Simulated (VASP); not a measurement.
A run of VASP 6.6.1 is set up as follows.

Contents of POSCAR:

```
Rh
1.0
    2.7441978304      0.0000000000      0.0000000000
   -1.3720989152      2.3765450341      0.0000000000
    0.0000000000      0.0000000000      4.0877001878
Rh
2
Direct
    0.6666666650      0.3333333350      0.7500000000
    0.3333333350      0.6666666650      0.2500000000
```

INCAR.step1

```
PREC = Accurate
ENCUT = 520
ISMEAR = 0
SIGMA = 0.1
LREAL = F
LASPH = T
NELM = 60
NBANDS = 22
GGA = PE
ALGO = Normal
EDIFF = 1E-4
LWAVE = T
LCHARG = F
```

The input INCAR.step2:

```
PREC = Accurate
ENCUT = 520
EDIFF = 1E-6
ISMEAR = 0
SIGMA = 0.1
LREAL = F
LASPH = T
NELM = 60
ALGO = Normal
ISIF = 2
LWAVE = F
LCHARG = F
METAGGA = R2SCAN
LMIXTAU = T
NBANDS = 22
ISTART = 1
```

KPOINTS

```
Automatic mesh
0
Gamma
  24 24 12
```

Potentials or basis: VASP PAW PBE potentials, release 64 (Rh_pv).

Launch:

```bash
$ cat potpaw_PBE.64/Rh_pv/POTCAR > POTCAR
$ cp INCAR.step1 INCAR
$ mpirun -np 1 vasp_std > vasp.out
$ cp INCAR.step2 INCAR
$ mpirun -np 1 vasp_std > vasp.out
```

Task: Predict the pressure.

Result: 13.8 GPa.

Task: Predict the band gap on the k mesh.

Result: Zero (bands 15 and 16 overlap by 2.24 eV).

Stress tensor (GPa, compression positive):
```
 6.00  0.00  0.00
 0.00  6.00  0.00
 0.00  0.00 29.33
```

Caveat: the cell differs from its parent crystal (uniaxial strain along c: -6.0 %); the stress differs along the axes, from 6 to 29 GPa; the PAW data sets were made with another functional, which shifts forces and pressure a little.
